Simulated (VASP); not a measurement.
# SnSe2 (P-3m1) in VASP: a series of runs

SnSe2 is run at these levels: PBEsol; tasks: relaxation of cell and atoms, single point.

Program: VASP 6.6.1. These are calculated values, not measurements. Logs are shortened: lines on timing, memory, paths and dates and some standing lists are left out, and cuts for length are marked.

**1. The cell of the first run**

Symmetry: P-3m1, No. 164, trigonal system. Conventional cell: a = 3.811 Å, b = 3.811 Å, c = 6.137 Å, α = 90.00°, β = 90.00°, γ = 120.00°. Sn (site symmetry -3m) has 6 Se at 2.68 Å within 3.5 Å. Se (site symmetry 3m) has 3 Sn at 2.68 Å within 3.5 Å.

**2. Relaxation of cell and atoms, PBEsol**

Contents of INCAR:

```
SYSTEM = SnSe2
ALGO = Normal
EDIFF = 1E-6
EDIFFG = -0.005
ENCUT = 600
GGA = PS
IBRION = 2
ISIF = 3
ISMEAR = 0
LASPH = .True.
LCHARG = .False.
LREAL = .False.
LWAVE = .False.
NELM = 100
NSW = 100
PREC = Accurate
SIGMA = 0.02
```

Contents of KPOINTS:

```
k-points
0
Gamma
  9 9 6
  0 0 0
```

Contents of POSCAR:

```
SnSe2
1.0
    3.8109987816      0.0000000000      0.0000000000
   -1.9054993908      3.3004217586      0.0000000000
    0.0000000000      0.0000000000      6.1370000000
Sn Se
1 2
Direct
    0.0000000000      0.0000000000      0.0000000000
    0.3333333333      0.6666666667      0.2500000000
    0.6666666667      0.3333333333      0.7500000000
```

Potentials or basis: VASP PAW PBE potentials, release 64 (Sn_d, Se).

On the command line:

```
$ cat potpaw_PBE.64/Sn_d/POTCAR potpaw_PBE.64/Se/POTCAR > POTCAR
$ mpirun -np 1 vasp_std > vasp.out
```

OUTCAR:

```text
SYSTEM = SnSe2
   EDIFF = 1E-6
   EDIFFG = -0.005
   ENCUT = 600
   GGA = PS
   IBRION = 2
   ISIF = 3
   ISMEAR = 0
   LASPH = .True.
   LREAL = .False.
   NELM = 100
   NSW = 100
   PREC = Accurate

 ion  position               nearest neighbor table
   1  0.000  0.000  0.000-   2 2.68   3 2.68   2 2.68   3 2.68   3 2.68   2 2.68
   2  0.333  0.667  0.250-   1 2.68   1 2.68   1 2.68
   3  0.667  0.333  0.750-   1 2.68   1 2.68   1 2.68

  LATTYP: Found a hexagonal cell.
 ALAT       =     3.8109987816
 C/A-ratio  =     1.6103390087

  Lattice vectors:

 A1 = (   3.8109987816,   0.0000000000,   0.0000000000)
 A2 = (  -1.9054993908,   3.3004217586,   0.0000000000)
 A3 = (   0.0000000000,   0.0000000000,   6.1370000000)

Analysis of symmetry for initial positions (statically):
=====================================================================
 Subroutine PRICEL returns:
 Original cell was already a primitive cell.

 Routine SETGRP: Setting up the symmetry group for a
 hexagonal supercell.

 Subroutine GETGRP returns: Found 12 space group operations
 (whereof 12 operations were pure point group operations)
 out of a pool of 24 trial point group operations.

The static configuration has the point symmetry D_3d.

Analysis of symmetry for dynamics (positions and initial velocities):
=====================================================================
 Subroutine PRICEL returns:
 Original cell was already a primitive cell.

 Routine SETGRP: Setting up the symmetry group for a
 hexagonal supercell.

 Subroutine GETGRP returns: Found 12 space group operations
 (whereof 12 operations were pure point group operations)
 out of a pool of 24 trial point group operations.

The dynamic configuration has the point symmetry D_3d.

 Subroutine INISYM returns: Found 12 space group operations
 (whereof 12 operations are pure point group operations),
 and found     1 'primitive' translations

----------------------------------------------------------------------------------------

                                     Primitive cell

  volume of cell :      77.1906

  direct lattice vectors                    reciprocal lattice vectors
     3.810998782  0.000000000  0.000000000     0.262398405  0.151495789  0.000000000
    -1.905499391  3.300421759  0.000000000     0.000000000  0.302991579  0.000000000
     0.000000000  0.000000000  6.137000000     0.000000000  0.000000000  0.162946065

  length of vectors
     3.810998782  3.810998782  6.137000000     0.302991579  0.302991579  0.162946065

  position of ions in fractional coordinates (direct lattice)
     0.000000000  0.000000000  0.000000000
[... 99 lines left out ...]
     AMIX     =   0.40;   BMIX     =  1.00
     AMIX_MAG =   1.60;   BMIX_MAG =  1.00
  volume/ion in A,a.u.               =      25.73       173.64
  Fermi-wavevector in a.u.,A,eV,Ry     =   1.139054  2.152501 17.652812  1.297445
  Thomas-Fermi vector in A             =   2.275758
   LORBIT       =      0    0 simple, 1 ext, 2 COOP (PROOUT), +10 PAW based schemes
   GGA     = PS    functional components
   LHFCALC =     F    Hartree Fock is set to
   AEXX    =    0.0000 exact exchange contribution
   IVDW    =     0    specifies the selected vdW correction
   LEPSILON=     F    determine dielectric tensor
   LRPA    =     F    only Hartree local field effects (RPA)
 conjugate gradient relaxation of ions
 non-spin polarized calculation
 Gauss-broadening in eV      SIGMA  =   0.02
  energy-cutoff  :      600.00
  volume of cell :       77.19
 maximum number of plane-waves:      2604
   NGX = 15   NGY = 15   NGZ = 25

--------------------------------------- Ionic step        1  -------------------------------------------

 number of electron      25.9999991 magnetization

 Free energy of the ion-electron system (eV)
  ---------------------------------------------------
  ext. energy  EPLUGINS =         0.00000000
  ---------------------------------------------------
  free energy    TOTEN  =       -12.95196901 eV

  energy without entropy =      -12.95196901  energy(sigma->0) =      -12.95196901

------------------------ aborting loop because EDIFF is reached ----------------------------------------

  FORCE on cell =-STRESS in cart. coord.  units (eV):
  Direction    XX          YY          ZZ          XY          YZ          ZX
  --------------------------------------------------------------------------------------
  -------------------------------------------------------------------------------------
  Total        0.8804280      0.8804280      1.6889644      0.0000000      0.0000000     -0.0000000
  in kB       18.2742698     18.2742698     35.0563500      0.0000000      0.0000000     -0.0000000
  external PRESSURE =      23.8682965 kB  Pullay stress =       0.0000000 kB
[... 92 lines left out ...]
  FREE ENERGIE OF THE ION-ELECTRON SYSTEM (eV)
  ---------------------------------------------------
  free  energy   TOTEN  =       -12.9793220401 eV

  energy  without entropy=      -12.9793220401  energy(sigma->0) =      -12.97932204

 E-fermi :   3.9376     XC(G=0):  -9.5415

 val. band max:        3.7689597909   @ k =   0.1111   0.1111   0.0000
 cond. band min:       4.3382043869   @ k =   0.0000   0.4444   0.3333
 fundamental gap:      0.5692445961
 Fermi energy:         3.9375671740

 k-point     1 :       0.0000    0.0000    0.0000
  band No.  band energies     occupation
      1     -17.3301      2.00000
      2     -17.3301      2.00000
      3     -17.2934      2.00000
      4     -17.2811      2.00000
      5     -17.2811      2.00000
      6      -9.9870      2.00000
[... 459 lines left out ...]
      6      -9.1707      2.00000
[... 9 lines left out ...]
     16       8.8219      0.00000
     17      10.0135      0.00000

 [... further k-points ...]

[... ionic steps 4 to 16 ...]

--------------------------------------- Ionic step       17  -------------------------------------------

 number of electron      25.9999994 magnetization

------------------------ aborting loop because EDIFF is reached ----------------------------------------
[... 69 lines left out ...]
--------------------------------------- Ionic step       19  -------------------------------------------

 number of electron      25.9999994 magnetization

 Free energy of the ion-electron system (eV)
  ---------------------------------------------------
  ext. energy  EPLUGINS =         0.00000000
  ---------------------------------------------------
  free energy    TOTEN  =       -12.98316776 eV

  energy without entropy =      -12.98316776  energy(sigma->0) =      -12.98316776

 E-fermi :   4.1255     XC(G=0):  -9.6328

 val. band max:        3.9760044155   @ k =   0.1111   0.1111   0.0000
 cond. band min:       4.4738513920   @ k =   0.0000   0.4444   0.3333
 fundamental gap:      0.4978469765
 Fermi energy:         4.1254678865

 k-point     1 :       0.0000    0.0000    0.0000
  band No.  band energies     occupation
      1     -17.1708      2.00000
      2     -17.1708      2.00000
      3     -17.1331      2.00000
      4     -17.1209      2.00000
      5     -17.1209      2.00000
      6      -9.8587      2.00000
[... 501 lines left out ...]
  FREE ENERGIE OF THE ION-ELECTRON SYSTEM (eV)
  ---------------------------------------------------
  free  energy   TOTEN  =       -12.9831677568 eV

  energy  without entropy=      -12.9831677568  energy(sigma->0) =      -12.98316776

 reached required accuracy - stopping structural energy minimisation
```

OSZICAR:

```text
N       E                     dE             d eps       ncg     rms          rms(c)
DAV:   1     0.205520456995E+03    0.20552E+03   -0.13497E+04  2109   0.191E+03
DAV:   2     0.960619059412E+01   -0.19591E+03   -0.19272E+03  2276   0.417E+02
[... 135 lines left out ...]
  18 F= -.12983161E+02 E0= -.12983161E+02  d E =-.377424E-04
       N       E                     dE             d eps       ncg     rms          rms(c)
DAV:   1    -0.129832264137E+02   -0.65682E-04   -0.17936E-03  2677   0.557E-01    0.426E-02
DAV:   2    -0.129831810304E+02    0.45383E-04   -0.11090E-04  2709   0.152E-01    0.207E-02
DAV:   3    -0.129831676756E+02    0.13355E-04   -0.44293E-05  2710   0.974E-02    0.577E-03
DAV:   4    -0.129831677568E+02   -0.81176E-07   -0.31612E-06  1663   0.163E-02
  19 F= -.12983168E+02 E0= -.12983168E+02  d E =-.449311E-04
```

CONTCAR:

```text
SnSe2
   1.00000000000000
     3.8194470331938071    0.0000000000000002   -0.0000000000000000
    -1.9097235165969035    3.3077381590974424   -0.0000000000000002
    -0.0000000000000001    0.0000000000000000    6.1728841927051068
  Sn              Se
     1     2
Direct
     1.0000000000000000    0.0000000000000000    0.0000000000000000
     0.3333333332999970    0.6666666667000030    0.2572545221659818
     0.6666666667000030    0.3333333332999970    0.7427454778340186

  0.00000000E+00  0.00000000E+00  0.00000000E+00
  0.00000000E+00  0.00000000E+00  0.00000000E+00
  0.00000000E+00  0.00000000E+00  0.00000000E+00
```

Wall time 9.4 min (1 thread of Intel Xeon Platinum 8375C at 2.90GHz (Ice Lake), shared host); peak memory 0.28 GiB.

Results:

* Free energy: -12.9832 eV
* Relaxed volume: 26.00 Å³/atom
* Relaxed cell: a = 3.819 Å, b = 3.819 Å, c = 6.173 Å, α = 90.00°, β = 90.00°, γ = 120.00°
* Space group after relaxing (to 0.05 Å): P-3m1 (No. 164)
* Energy gained by relaxing: 10.4 meV/atom
* Ionic steps: 19
* Pressure after relaxing: 0.0 GPa
* Band gap on the k mesh: 0.50 eV, indirect (least direct gap 1.00 eV)

The path:
```csv
step,energy change (eV),largest force (eV/Å),pressure (GPa),volume (Å³)
1,0.0000,0.5569,2.39,77.19
2,-0.0106,0.2522,-2.17,81.55
3,-0.0274,0.0856,-0.32,79.58
4,-0.0297,0.0439,-0.17,79.20
5,-0.0302,0.0169,-0.07,78.96
6,-0.0302,0.0153,-0.06,78.95
7,-0.0302,0.0137,-0.05,78.93
8,-0.0303,0.0244,0.02,78.82
9,-0.0303,0.0305,0.08,78.75
10,-0.0304,0.0431,0.15,78.61
11,-0.0304,0.0430,0.13,78.60
12,-0.0305,0.0425,0.14,78.56
13,-0.0306,0.0416,0.13,78.48
14,-0.0308,0.0400,0.10,78.32
15,-0.0310,0.0374,0.08,78.00
16,-0.0312,0.0109,-0.05,78.08
17,-0.0312,0.0062,-0.08,78.09
18,-0.0312,0.0031,-0.03,78.03
19,-0.0312,0.0013,-0.01,77.99
```

Final structure:
```
Sn Se
1.0
     3.81945    0.00000    0.00000
    -1.90972    3.30774    0.00000
     0.00000    0.00000    6.17288
Sn Se
1 2
Cartesian
  3.8194 0.0000 0.0000
  0.0000 2.2052 1.5880
  1.9097 1.1026 4.5849
```

Levels at points of the mesh, in eV from the valence-band top:
```
           k point  band 10  band 11  band 12  band 13  band 14  band 15  band 16  band 17
(0.00, 0.00, 0.00)    -0.56    -0.32    -0.32    -0.12     0.88     2.98     4.59     4.59
(0.00, 0.00, 0.50)    -0.68    -0.68    -0.13    -0.13     2.45     2.87     4.30     4.30
```

Caveat: the PAW data sets were made with another functional, which shifts forces and pressure a little; spin-orbit coupling is left out, which moves the levels of the heavy elements; this functional lacks dispersion, which binds the layers, so the pressure and a relaxed spacing across them are unreliable.

[end of part 1 of 2]
